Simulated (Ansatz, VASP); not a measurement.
**One calculation of HfO2, two programs**

File INCAR:

```
SYSTEM = HfO2
ALGO = Normal
EDIFF = 1E-6
ENCUT = 520
GGA = VW
ISIF = 2
ISMEAR = -1
LASPH = .True.
LCHARG = .True.
LELF = .True.
LREAL = .False.
LVHAR = .True.
LWAVE = .False.
NBANDS = 56
NELM = 80
PREC = Accurate
SIGMA = 0.05
```

File KPOINTS:

```
k-points
0
Gamma
  5 6 5
  0 0 0
```

Contents of POSCAR:

```
HfO2
1.0
    5.1489214240      0.0000000000      0.0000000000
    0.0000000000      4.9371234566      0.0000000000
    0.0000000000      0.0000000000      4.9646674546
Hf O
4 8
Direct
    0.9669940000      0.7325208200      0.7414403500
    0.5330060000      0.7325208200      0.2414403500
    0.4669940000      0.2674791800      0.7414403500
    0.0330060000      0.2674791800      0.2414403500
    0.6321274500      0.9286454000      0.8792672600
    0.8678725500      0.9286454000      0.3792672600
    0.2339485200      0.5398830500      0.4922923900
    0.2660514800      0.5398830500      0.9922923900
    0.7660514800      0.4601169500      0.9922923900
    0.7339485200      0.4601169500      0.4922923900
    0.1321274500      0.0713546000      0.8792672600
    0.3678725500      0.0713546000      0.3792672600
```

Contents of input.yaml:

```yaml
crystal:
  lattice:
    - [5.148921424, 0.0, 0.0]
    - [0.0, 4.9371234566, 0.0]
    - [0.0, 0.0, 4.9646674546]
  atoms:
    - { symbol: Hf, position: [0.966994, 0.73252082, 0.74144035] }
    - { symbol: Hf, position: [0.533006, 0.73252082, 0.24144035] }
    - { symbol: Hf, position: [0.466994, 0.26747918, 0.74144035] }
    - { symbol: Hf, position: [0.033006, 0.26747918, 0.24144035] }
    - { symbol: O, position: [0.63212745, 0.9286454, 0.87926726] }
    - { symbol: O, position: [0.86787255, 0.9286454, 0.37926726] }
    - { symbol: O, position: [0.23394852, 0.53988305, 0.49229239] }
    - { symbol: O, position: [0.26605148, 0.53988305, 0.99229239] }
    - { symbol: O, position: [0.76605148, 0.46011695, 0.99229239] }
    - { symbol: O, position: [0.73394852, 0.46011695, 0.49229239] }
    - { symbol: O, position: [0.13212745, 0.0713546, 0.87926726] }
    - { symbol: O, position: [0.36787255, 0.0713546, 0.37926726] }
hamiltonian:
  xc: { exchange: slater, correlation: vwn5 }
  pseudopotentials: { kind: paw }
kpoints:
  mp_grid: { grid: [5, 6, 5] }
scf:
  occupations: { method: fermi_dirac, width: 0.05 }
output:
  forces: true
  stress: true
  eigenvalues: true
  write_density: true
  write_potential: true
  elf: true
  volumetric_format: npy
```

Alike in both runs: task single point; functional SVWN5; k mesh 5 × 6 × 5; occupations fermi-dirac, width 0.05 eV; no spin polarisation.

```csv
,VASP,Ansatz
version,VASP 6.6.1,Ansatz 0.2.0
potentials or method,"VASP PAW PBE potentials, release 64 (Hf_pv, O)",Ansatz PAW
plane-wave cutoff (eV),520,420
valence electrons in the cell,88,152
```

Ansatz gave:

* gap on the k mesh at the Fermi level (eV): 4.43
* least direct gap on the mesh (eV): 4.63
* pressure (GPa): 6.2
* traceless stress, the component that is largest in VASP (GPa): 0.48
* rms of the force components (eV/Å): 0.102

Which values does VASP return?

gap on the k mesh at the Fermi level (eV): 4.40; least direct gap on the mesh (eV): 4.61; pressure (GPa): 3.1; traceless stress, the component that is largest in VASP (GPa): 0.54; rms of the force components (eV/Å): 0.089.

VASP's potentials were made for PBE, not for SVWN5. Atom by atom the forces differ by 0.030 eV/Å (rms over components). VASP's potentials hold 88 valence electrons a cell and Ansatz's 152, so a difference there can come from the potentials and not from the codes.

Neither program's run includes spin-orbit coupling. Noted on Ansatz's run: Pulay correction over one GPa; odd divisions of the mesh miss points on the zone boundary, where band edges often lie, so the gap on the mesh can be too wide.
